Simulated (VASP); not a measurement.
# BN (R3m) in VASP: a series of runs, part 2 of 2

VASP 6.6.1.

### 3 Relaxation of shape and atoms at fixed volume, PBE+D3(BJ) (volume scaled by 1.10)

Contents of INCAR:

```
SYSTEM = BN
PREC = Accurate
ENCUT = 600
EDIFF = 1E-7
ISMEAR = 0
SIGMA = 0.02
LREAL = .FALSE.
LASPH = .TRUE.
NELM = 100
ALGO = Normal
ISIF = 4
LWAVE = .FALSE.
LCHARG = .FALSE.
GGA = PE
IVDW = 12
IBRION = 2
NSW = 50
EDIFFG = -0.01
```

Contents of KPOINTS:

```
Automatic mesh
0
G
  12 12 12
  0 0 0
```

Contents of POSCAR:

```
BN
1.0
    1.2702697491      0.7333905816      3.5268132237
   -1.2702697491      0.7333905816      3.5268132237
    0.0000000000     -1.4667811632      3.5268132237
B N
1 1
Direct
    0.9996272927      0.9996272927      0.9996272927
    0.3328057073      0.3328057073      0.3328057073
```

Potentials or basis: VASP PAW PBE potentials, release 64 (B, N).

Started as:

```console
$ cat potpaw_PBE.64/B/POTCAR potpaw_PBE.64/N/POTCAR > POTCAR
$ mpirun -np 1 vasp_std > vasp.out
```

OUTCAR:

```text
SYSTEM = BN
   PREC = Accurate
   ENCUT = 600
   EDIFF = 1E-7
   ISMEAR = 0
   LREAL = .FALSE.
   LASPH = .TRUE.
   NELM = 100
   ISIF = 4
   GGA = PE
   IVDW = 12
   IBRION = 2
   NSW = 50
   EDIFFG = -0.01
 IVDW          = 12

 ion  position               nearest neighbor table
   1  1.000  1.000  1.000-   2 1.47   2 1.47   2 1.47
   2  0.333  0.333  0.333-   1 1.47   1 1.47   1 1.47

  LATTYP: Found a trigonal (rhomboedric) cell.
 ALAT       =     3.8196673279
 COS(alpha) =     0.7788072810

  Lattice vectors:

 A1 = (   1.2702697491,   0.7333905816,   3.5268132237)
 A2 = (  -1.2702697491,   0.7333905816,   3.5268132237)
 A3 = (   0.0000000000,  -1.4667811632,   3.5268132237)

Analysis of symmetry for initial positions (statically):
=====================================================================
 Subroutine PRICEL returns:
 Original cell was already a primitive cell.

[... 253 lines left out ...]
  ---------------------------------------------------
  ext. energy  EPLUGINS =         0.00000000
  ---------------------------------------------------
  free energy    TOTEN  =       -17.59955729 eV

  energy without entropy =      -17.59955729  energy(sigma->0) =      -17.59955729

 E-fermi :   1.6938     XC(G=0):  -9.5074

 val. band max:        1.5875699235   @ k =  -0.3333   0.3333   0.0000
 cond. band min:       5.9669685992   @ k =   0.5000   0.5000  -0.0000
 fundamental gap:      4.3793986757
 Fermi energy:         1.6938350093

 k-point     1 :       0.0000    0.0000    0.0000
  band No.  band energies     occupation
      1     -16.0900      2.00000
      2      -2.8698      2.00000
      3       0.2622      2.00000
      4       0.2622      2.00000
      5       6.4155      0.00000
      6      13.1462      0.00000
      7      13.1462      0.00000
      8      14.4445      0.00000
[... 243 lines left out ...]
 k-point    24 :      -0.4167    0.1667    0.0000
  band No.  band energies     occupation
      1     -12.7267      2.00000
      2      -6.9615      2.00000
      3      -3.8411      2.00000
      4       1.1973      2.00000
      5       6.6535      0.00000
      6      12.9556      0.00000
      7      14.8716      0.00000
      8      15.7028      0.00000

 [... further k-points ...]

------------------------ aborting loop because EDIFF is reached ----------------------------------------

 Edisp (eV)   -0.25341

 E8    (eV) :    -0.0735
[... 25 lines left out ...]
  FREE ENERGIE OF THE ION-ELECTRON SYSTEM (eV)
  ---------------------------------------------------
  free  energy   TOTEN  =       -17.8529672919 eV

  energy  without entropy=      -17.8529672919  energy(sigma->0) =      -17.85296729

 reached required accuracy - stopping structural energy minimisation
```

OSZICAR:

```text
N       E                     dE             d eps       ncg     rms          rms(c)
DAV:   1     0.202768227629E+02    0.20277E+02   -0.51617E+03  3056   0.105E+03
DAV:   2    -0.186243768581E+02   -0.38901E+02   -0.37616E+02  4176   0.195E+02
[... 22 lines left out ...]
   2 F= -.17852947E+02 E0= -.17852947E+02  d E =-.164712E-01
       N       E                     dE             d eps       ncg     rms          rms(c)
DAV:   1    -0.175996164665E+02   -0.12322E-03   -0.30112E-03  3024   0.501E-01    0.337E-02
DAV:   2    -0.175995750792E+02    0.41387E-04   -0.60913E-05  4000   0.692E-02    0.187E-02
DAV:   3    -0.175995576337E+02    0.17445E-04   -0.36073E-05  3856   0.443E-02    0.433E-03
DAV:   4    -0.175995572647E+02    0.36909E-06   -0.13214E-06  4176   0.992E-03    0.137E-03
DAV:   5    -0.175995572902E+02   -0.25539E-07   -0.11328E-07  3400   0.298E-03
   3 F= -.17852967E+02 E0= -.17852967E+02  d E =-.164910E-01
```

Run time: 76 s. Hardware: 1 thread of Intel Xeon Platinum 8259CL at 2.50GHz (Skylake/Cascade Lake), shared host; peak memory 0.2 GiB.

What came out:

```yaml
Free_energy: -17.8530 eV
Energy_gained_by_relaxing: 8.2 meV/atom
Ionic_steps: 3
Pressure_after_relaxing: -1.7 GPa
Largest_force_after_relaxing: 0.005 eV/Å
Band_gap_on_the_k_mesh: 4.38 eV, indirect (least direct gap 4.66 eV)
Dispersion_energy_per_atom: -0.127 eV
```

Forces on the atoms (eV/Å):
```
B    0.000  0.000 -0.005
N    0.000  0.000  0.005
```

The path:
| step | energy change (eV) | largest force (eV/Å) | pressure (GPa) | volume (Å³) |
| --- | --- | --- | --- | --- |
| 1 | 0.0000 | 0.0029 | -9.08 | 19.71 |
| 2 | -0.0165 | 0.0051 | -2.00 | 19.71 |
| 3 | -0.0165 | 0.0051 | -1.75 | 19.71 |

Final structure:
```xyz
2
Lattice="1.2556 0.7249 3.6099 -1.2556 0.7249 3.6099 0.0000 -1.4498 3.6099" Properties=species:S:1:pos:R:3 pbc="T T T"
B     0.0000    0.0000   10.8254
N     0.0000    0.0000    3.6043
```

Caveat: the cell differs from its parent crystal (volume scaled by 1.10). A k mesh can miss the band edges.

### 4 Single point, PBE+D3(BJ)

This run uses another cell than the first one, of 7.22 Å³/atom, 0.760 times its volume.

Contents of INCAR:

```
SYSTEM = BN
PREC = Accurate
ENCUT = 600
EDIFF = 1E-6
ISMEAR = 0
SIGMA = 0.01
LREAL = .FALSE.
LASPH = .TRUE.
NELM = 120
ALGO = Normal
ISIF = 2
LWAVE = .FALSE.
LCHARG = .FALSE.
GGA = PE
IVDW = 12
NBANDS = 11
GGA_COMPAT = .FALSE.
```

KPOINTS is that of step 3.

Contents of POSCAR:

```
BN
1.0
    1.2384954568      0.7150456854      2.7182116809
   -1.2384954568      0.7150456854      2.7182116809
    0.0000000000     -1.4300913708      2.7182116809
B N
1 1
Direct
    1.0010547317      1.0010547317      1.0010547317
    0.3313782683      0.3313782683      0.3313782683
```

Started as:

```console
$ cat potpaw_PBE.64/B/POTCAR potpaw_PBE.64/N/POTCAR > POTCAR
$ mpirun -np 1 vasp_std > vasp.out
```

It took 36 s on 1 thread of Intel Xeon 6975P-C, shared host; peak memory 0.19 GiB.

Results (log left out):

- Free energy: -17.7355 eV
- Pressure: 15.9 GPa
- Band gap on the k mesh: 3.66 eV, indirect (least direct gap 4.96 eV)
- Dispersion energy per atom: -0.182 eV

Stress tensor (GPa, compression positive):
```
15.99  0.00  0.00
 0.00 15.99  0.00
 0.00  0.00 15.65
```

Levels at points of the mesh, in eV from the valence-band top:
```csv
k point,band 1,band 2,band 3,band 4,band 5,band 6,band 7,band 8
"(0.00, 0.00, 0.00)",-18.64,-2.80,-1.41,-1.41,6.94,11.79,11.79,13.38
"(0.50, 0.00, 0.00)",-15.06,-9.54,-4.20,-0.27,5.50,10.70,14.40,17.81
"(0.50, 0.50, 0.00)",-14.72,-9.03,-4.53,-1.97,3.66,9.64,16.29,21.07
"(0.50, 0.50, 0.50)",-17.51,-7.72,-1.53,-1.53,11.48,11.48,12.21,13.35
```

### 5 Single point, PBE+D4

This run uses another cell than the first one, of 7.22 Å³/atom, 0.760 times its volume.

Contents of INCAR:

```
SYSTEM = BN
  PREC = Accurate
  ENCUT = 600
  EDIFF = 1E-6
  ISMEAR = 0
  SIGMA = 0.01
  LREAL = .FALSE.
  LASPH = .TRUE.
  NELM = 120
  ALGO = Normal
  ISIF = 2
  LWAVE = .FALSE.
  LCHARG = .FALSE.
  GGA = PE
  IVDW = 13
  NBANDS = 11
  GGA_COMPAT = .FALSE.
```

Contents of KPOINTS:

```
regular mesh
0
G
  12 12 12
  0 0 0
```

POSCAR is that of step 4.

Started as:

```console
$ cat potpaw_PBE.64/B/POTCAR potpaw_PBE.64/N/POTCAR > POTCAR
$ mpirun -np 1 vasp_std > vasp.out
```

Run time: 46 s. Hardware: 1 thread of Intel Xeon 6975P-C, shared host; peak memory 0.17 GiB.

The run converged. Its results:

```yaml
Free_energy: -17.7771 eV
Pressure: 16.2 GPa
Band_gap_on_the_k_mesh: 3.66 eV, indirect (least direct gap 4.96 eV)
Dispersion_energy_per_atom: -0.202 eV
```

Stress tensor (GPa, compression positive):
```
16.46  0.00  0.00
 0.00 16.46  0.00
 0.00  0.00 15.64
```

Levels at points of the mesh, in eV from the valence-band top:
```csv
k point,band 1,band 2,band 3,band 4,band 5,band 6,band 7,band 8,band 9
"(0.00, 0.00, 0.00)",-18.64,-2.80,-1.41,-1.41,6.94,11.79,11.79,13.38,16.56
"(0.50, 0.00, 0.00)",-15.06,-9.54,-4.20,-0.27,5.50,10.70,14.40,17.81,20.66
"(0.50, 0.50, 0.00)",-14.72,-9.03,-4.53,-1.97,3.66,9.64,16.29,21.07,22.02
"(0.50, 0.50, 0.50)",-17.51,-7.72,-1.53,-1.53,11.48,11.48,12.21,13.35,21.55
```

A k mesh can miss the band edges. A hybrid or GW would open this gap; PBE tends to underestimate it.

### 6 Summary

| task | level | cell | smearing | gap on the mesh (eV) | pressure (GPa) | largest force (eV/Å) |
| --- | --- | --- | --- | --- | --- | --- |
| relaxation of shape and atoms at fixed volume | PBE+D3(BJ) | relaxed from a = 3.721 Å, angles 39.8°, 2 atoms | gaussian 0.02 eV | 4.32 | -1.5 | 0.01 |
| relaxation of shape and atoms at fixed volume | PBE+D3(BJ) | relaxed from a = 3.820 Å, angles 38.8°, 2 atoms | gaussian 0.02 eV | 4.38 | -1.7 | 0.01 |
| single point | PBE+D3(BJ) | a = 3.071 Å, angles 47.6°, 2 atoms | gaussian 0.01 eV | 3.66 | 15.9 | - |
| single point | PBE+D4 | a = 3.071 Å, angles 47.6°, 2 atoms | gaussian 0.01 eV | 3.66 | 16.2 | - |

Alike in all rows: potentials or basis VASP PAW PBE potentials, release 64 (B, N); no spin polarisation; k mesh 12 × 12 × 12; cutoff (eV) 600.

Absolute energies hang on the potentials; compare differences alone.
